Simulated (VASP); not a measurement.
# Ca3Mg (Fm-3m) in VASP: single point with LDA

Aim: the single point of Ca3Mg with LDA.

Everything below comes from runs of VASP 6.6.1. Logs are shortened: lines on timing, memory, paths and dates and some standing lists are left out, and cuts for length are marked.

## Step 1: The cell of the first run

Symmetry: Fm-3m, No. 225, cubic system. The conventional cell has a = 8.320 Å, b = 8.320 Å, c = 8.320 Å, α = 90.00°, β = 90.00°, γ = 90.00°. Within 4.7 Å of Ca (site symmetry m-3m) lie 8 Ca at 3.60 Å and 6 Mg at 4.16 Å. Ca (site symmetry -43m) has 10 Ca at 3.60 to 4.16 Å and 4 Mg at 3.60 Å within 4.7 Å. Within 4.7 Å of Mg (site symmetry m-3m) lie 14 Ca at 3.60 to 4.16 Å.

## Step 2: Single point, LDA

INCAR

```
SYSTEM = Ca3Mg
PREC     = Accurate       ! precision mode
ENCUT    = 520            ! plane-wave cutoff, eV
EDIFF    = 1E-6           ! SCF threshold, eV
ISMEAR   = 0              ! smearing method
SIGMA    = 0.15           ! smearing width, eV
LREAL    = .False.        ! projectors in reciprocal space
LASPH    = .True.         ! aspherical terms in the spheres
NELM     = 100            ! most SCF steps
ALGO     = Normal         ! electronic algorithm
ISIF     = 2              ! what is computed and relaxed
LWAVE    = .False.        ! write WAVECAR
LCHARG   = .True.         ! write CHGCAR
LELF     = .True.         ! ELF
LVHAR    = .True.       
NBANDS   = 24             ! bands
```

KPOINTS

```
regular mesh
0
Gamma
  5 5 5
  0 0 0
```

POSCAR

```
Ca3Mg
1.0
    0.0000000000      4.1599250000      4.1599250000
    4.1599250000      0.0000000000      4.1599250000
    4.1599250000      4.1599250000      0.0000000000
Ca Mg
3 1
Direct
    0.5000000000      0.5000000000      0.5000000000
    0.2500000000      0.2500000000      0.2500000000
    0.7500000000      0.7500000000      0.7500000000
    0.0000000000      0.0000000000      0.0000000000
```

Potentials or basis: VASP PAW LDA potentials, release 64 (Ca_sv, Mg).

Run with:

```bash
$ cat potpaw_LDA.64/Ca_sv/POTCAR potpaw_LDA.64/Mg/POTCAR > POTCAR
$ mpirun -np 1 vasp_std > vasp.out
```

OUTCAR:

```text
SYSTEM = Ca3Mg
   PREC = Accurate
   ENCUT = 520
   EDIFF = 1E-6
   ISMEAR = 0
   LREAL = .False.
   LASPH = .True.
   NELM = 100
   ISIF = 2

 ion  position               nearest neighbor table
   1  0.500  0.500  0.500-
   2  0.250  0.250  0.250-
   3  0.750  0.750  0.750-
   4  0.000  0.000  0.000-

  LATTYP: Found a face centered cubic cell.
 ALAT       =     8.3198500000

  Lattice vectors:

 A1 = (   0.0000000000,   4.1599250000,   4.1599250000)
 A2 = (   4.1599250000,   0.0000000000,   4.1599250000)
 A3 = (   4.1599250000,   4.1599250000,   0.0000000000)

Analysis of symmetry for initial positions (statically):
=====================================================================
 Subroutine PRICEL returns:
 Original cell was already a primitive cell.

 Routine SETGRP: Setting up the symmetry group for a
 face centered cubic supercell.

 Subroutine GETGRP returns: Found 48 space group operations
 (whereof 48 operations were pure point group operations)
 out of a pool of 48 trial point group operations.

The static configuration has the point symmetry O_h .

Analysis of symmetry for dynamics (positions and initial velocities):
=====================================================================
 Subroutine PRICEL returns:
 Original cell was already a primitive cell.

 Routine SETGRP: Setting up the symmetry group for a
 face centered cubic supercell.

 Subroutine GETGRP returns: Found 48 space group operations
 (whereof 48 operations were pure point group operations)
 out of a pool of 48 trial point group operations.

The dynamic configuration has the point symmetry O_h .

 Subroutine INISYM returns: Found 48 space group operations
 (whereof 48 operations are pure point group operations),
 and found     1 'primitive' translations

----------------------------------------------------------------------------------------

                                     Primitive cell

  volume of cell :     143.9748

  direct lattice vectors                    reciprocal lattice vectors
     0.000000000  4.159925000  4.159925000    -0.120194475  0.120194475  0.120194475
     4.159925000  0.000000000  4.159925000     0.120194475 -0.120194475  0.120194475
     4.159925000  4.159925000  0.000000000     0.120194475  0.120194475 -0.120194475

  length of vectors
     5.883022353  5.883022353  5.883022353     0.208182937  0.208182937  0.208182937

  position of ions in fractional coordinates (direct lattice)
     0.500000000  0.500000000  0.500000000
     0.250000000  0.250000000  0.250000000
     0.750000000  0.750000000  0.750000000
     0.000000000  0.000000000  0.000000000

  ion indices of the primitive-cell ions
   primitive index   ion index
                 1           1
                 2           2
                 3           3
                 4           4

----------------------------------------------------------------------------------------

 KPOINTS: regular mesh

Automatic generation of k-mesh.
 Grid dimensions read from file:
 generate k-points for:    5    5    5

 Generating k-lattice:

  Cartesian coordinates                     Fractional coordinates (reciprocal lattice)
    -0.024038895  0.024038895  0.024038895     0.200000000  0.000000000  0.000000000
     0.024038895 -0.024038895  0.024038895     0.000000000  0.200000000  0.000000000
     0.024038895  0.024038895 -0.024038895     0.000000000  0.000000000  0.200000000

  Length of vectors
     0.041636587  0.041636587  0.041636587

  Shift w.r.t. Gamma in fractional coordinates (k-lattice)
     0.000000000  0.000000000  0.000000000

 Subroutine IBZKPT returns following result:
 ===========================================

 Found     10 irreducible k-points:

 Following reciprocal coordinates:
            Coordinates               Weight
  0.000000  0.000000  0.000000      1.000000
  0.200000  0.000000  0.000000      8.000000
  0.400000  0.000000  0.000000      8.000000
  0.200000  0.200000  0.000000      6.000000
  0.400000  0.200000  0.000000     24.000000
 -0.400000  0.200000  0.000000     24.000000
 -0.200000  0.200000  0.000000     12.000000
  0.400000  0.400000  0.000000      6.000000
 -0.400000  0.400000  0.000000     12.000000
 -0.400000  0.400000  0.200000     24.000000
   k-points           NKPTS =     10   k-points in BZ     NKDIM =     10   number of bands    NBANDS=     24
   number of dos      NEDOS =    301   number of ions     NIONS =      4
   total plane-waves  NPLWV = 110592
   dimension x,y,z NGX =    48 NGY =   48 NGZ =   48
   dimension x,y,z NGXF=    96 NGYF=   96 NGZF=   96
   ions per type =               3   1
   NGX,Y,Z   is equivalent  to a cutoff of  13.56, 13.56, 13.56 a.u.
   NGXF,Y,Z  is equivalent  to a cutoff of  27.13, 27.13, 27.13 a.u.
 SYSTEM =  Ca3Mg
   PREC   = accura    normal or accurate (medium, high low for compatibility)
   ISTART =      0    job   : 0-new  1-cont  2-samecut
   ICHARG =      2    charge: 1-file 2-atom 10-const
   ISPIN  =      1    spin polarized calculation?
   LNONCOLLINEAR =      F non collinear calculations
   LSORBIT =      F    spin-orbit coupling
   LASPH  =      T    aspherical Exc in radial PAW
   ENCUT  =  520.0 eV  38.22 Ry    6.18 a.u.  10.94 10.94 10.94*2*pi/ulx,y,z
   NELM   =    100;   NELMIN=  2; NELMDL= -5     # of ELM steps
   EDIFF  = 0.1E-05   stopping-criterion for ELM
   LREAL  =      F    real-space projection
   EDIFFG = 0.1E-04   stopping-criterion for IOM
   NSW    =      0    number of steps for IOM
   IBRION =     -1    ionic relax: 0-MD 1-quasi-New 2-CG
   NFREE  =      0    steps in history (QN), initial steepest desc. (CG)
   ISIF   =      2    stress and relaxation
   ISYM   =      2    0-nonsym 1-usesym 2-fastsym
   POTIM  = 0.5000    time-step for ionic-motion
   TEBEG  =    0.0;   TEEND  =   0.0 temperature during run
   PSTRESS=    0.0 pullay stress
   NELECT =      32.0000    total number of electrons
   NUPDOWN=      -1.0000    fix difference up-down
   EMIN   =  10.00;   EMAX   =-10.00  energy-range for DOS
   EFERMI =   0.00;   METHOD = LEGACY
   ISMEAR =     0;   SIGMA  =   0.15  broadening in eV -4-tet -1-fermi 0-gaus
   EFERMI_NEDOS =   21; number of points for ismear=-14 and -15
   IALGO  =     38    algorithm
   IMIX   =      4    mixing-type and parameters
     AMIX     =   0.40;   BMIX     =  1.00
     AMIX_MAG =   1.60;   BMIX_MAG =  1.00
  volume/ion in A,a.u.               =      35.99       242.90
  Fermi-wavevector in a.u.,A,eV,Ry     =   0.991660  1.873965 13.379819  0.983389
  Thomas-Fermi vector in A             =   2.123417
   LORBIT       =      0    0 simple, 1 ext, 2 COOP (PROOUT), +10 PAW based schemes
   GGA     = CA    functional components
   LHFCALC =     F    Hartree Fock is set to
   AEXX    =    0.0000 exact exchange contribution
   IVDW    =     0    specifies the selected vdW correction
   LEPSILON=     F    determine dielectric tensor
   LRPA    =     F    only Hartree local field effects (RPA)
 non-spin polarized calculation
 Gauss-broadening in eV      SIGMA  =   0.15
  energy-cutoff  :      520.00
  volume of cell :      143.97
 maximum number of plane-waves:      3904
 NGX is ok and might be reduce to    48
   NGX = 21   NGY = 21   NGZ = 21

 number of electron      32.0000003 magnetization

 Free energy of the ion-electron system (eV)
  ---------------------------------------------------
  ext. energy  EPLUGINS =         0.00000000
  ---------------------------------------------------
  free energy    TOTEN  =        -8.42475759 eV

  energy without entropy =       -8.31607651  energy(sigma->0) =       -8.37041705

 E-fermi :   1.9208     XC(G=0):  -8.2142

 val. band max:        1.8937399294   @ k =   0.4000   0.4000   0.0000
 cond. band min:       1.9234875658   @ k =   0.2000   0.0000   0.0000
 fundamental gap:      0.0297476365
 Fermi energy:         1.9208415427

 k-point     1 :       0.0000    0.0000    0.0000
  band No.  band energies     occupation
      1     -39.5072      2.00000
      2     -39.3789      2.00000
      3     -39.3758      2.00000
      4     -20.8319      2.00000
      5     -20.8319      2.00000
      6     -20.8319      2.00000
[... 16 lines left out ...]
     23       5.1407      0.00000
     24       5.1407      0.00000

 k-point     2 :       0.2000    0.0000    0.0000
  band No.  band energies     occupation
      1     -39.5064      2.00000
      2     -39.3792      2.00000
      3     -39.3764      2.00000
      4     -20.8361      2.00000
      5     -20.8361      2.00000
      6     -20.8336      2.00000
[... 16 lines left out ...]
     23       4.8324      0.00000
     24       4.8352      0.00000

 k-point     3 :       0.4000    0.0000    0.0000
  band No.  band energies     occupation
      1     -39.5050      2.00000
      2     -39.3791      2.00000
      3     -39.3778      2.00000
      4     -20.8424      2.00000
      5     -20.8424      2.00000
      6     -20.8322      2.00000
[... 16 lines left out ...]
     23       4.3248      0.00000
     24       4.3248      0.00000

 k-point     4 :       0.2000    0.2000    0.0000
  band No.  band energies     occupation
      1     -39.5061      2.00000
      2     -39.3793      2.00000
      3     -39.3765      2.00000
      4     -20.8417      2.00000
      5     -20.8417      2.00000
      6     -20.8263      2.00000
[... 16 lines left out ...]
     23       4.6599      0.00000
     24       4.8367      0.00000

 k-point     5 :       0.4000    0.2000    0.0000
  band No.  band energies     occupation
      1     -39.5049      2.00000
      2     -39.3795      2.00000
      3     -39.3776      2.00000
      4     -20.8482      2.00000
      5     -20.8458      2.00000
      6     -20.8262      2.00000
[... 73 lines left out ...]
 k-point     8 :       0.4000    0.4000    0.0000
  band No.  band energies     occupation
      1     -39.5043      2.00000
      2     -39.3799      2.00000
      3     -39.3777      2.00000
      4     -20.8558      2.00000
      5     -20.8558      2.00000
      6     -20.8131      2.00000
[... 16 lines left out ...]
     23       4.2202      0.00000
     24       4.4006      0.00000

 k-point     9 :      -0.4000    0.4000    0.0000
  band No.  band energies     occupation
      1     -39.5040      2.00000
      2     -39.3796      2.00000
      3     -39.3783      2.00000
      4     -20.8552      2.00000
      5     -20.8530      2.00000
      6     -20.8187      2.00000
[... 16 lines left out ...]
     23       4.0245      0.00000
     24       4.7737      0.00000

 k-point    10 :      -0.4000    0.4000    0.2000
  band No.  band energies     occupation
      1     -39.5042      2.00000
      2     -39.3793      2.00000
      3     -39.3784      2.00000
      4     -20.8557      2.00000
      5     -20.8416      2.00000
      6     -20.8290      2.00000
[... 16 lines left out ...]
     23       4.1074      0.00000
     24       4.7190      0.00000

------------------------ aborting loop because EDIFF is reached ----------------------------------------

  FORCE on cell =-STRESS in cart. coord.  units (eV):
  Direction    XX          YY          ZZ          XY          YZ          ZX
  --------------------------------------------------------------------------------------
  -------------------------------------------------------------------------------------
  Total       -1.8049428     -1.8049428     -1.8049428     -0.0000000     -0.0000000      0.0000000
  in kB      -20.0857259    -20.0857259    -20.0857259     -0.0000000     -0.0000000      0.0000000
  external PRESSURE =     -20.0857259 kB  Pullay stress =       0.0000000 kB

 VOLUME and BASIS-vectors are now :
 -----------------------------------------------------------------------------
  energy-cutoff  :      520.00
  volume of cell :      143.97
      direct lattice vectors                 reciprocal lattice vectors
     0.000000000  4.159925000  4.159925000    -0.120194475  0.120194475  0.120194475
     4.159925000  0.000000000  4.159925000     0.120194475 -0.120194475  0.120194475
     4.159925000  4.159925000  0.000000000     0.120194475  0.120194475 -0.120194475

 POSITION                                       TOTAL-FORCE (eV/Angst)
 -----------------------------------------------------------------------------------
      4.15993      4.15993      4.15993        -0.000000     -0.000000     -0.000000
      2.07996      2.07996      2.07996        -0.000000     -0.000000     -0.000000
      6.23989      6.23989      6.23989         0.000000      0.000000      0.000000
      0.00000      0.00000      0.00000        -0.000000     -0.000000     -0.000000
 -----------------------------------------------------------------------------------
    total drift:                               -0.000000     -0.000000     -0.000000

  FREE ENERGIE OF THE ION-ELECTRON SYSTEM (eV)
  ---------------------------------------------------
  free  energy   TOTEN  =        -8.4247575947 eV

  energy  without entropy=       -8.3160765116  energy(sigma->0) =       -8.37041705
```

Wall time 91 s (1 thread of AMD EPYC 7R13, shared host); peak memory 0.23 GiB.

What came out:

```
Free energy            : -8.4248 eV
Pressure               : -2.0 GPa
Band gap on the k mesh : zero (band 16 reaches 2.01 eV, above the bottom of band 17 at 1.87 eV)
```

Levels at points of the mesh, in eV from the Fermi level:
```csv
k point,band 12,band 13,band 14,band 15,band 16,band 17,band 18,band 19,band 20,band 21
"(0.00, 0.00, 0.00)",-22.56,-4.53,0.09,0.09,0.09,0.38,0.38,0.95,0.95,0.95
```
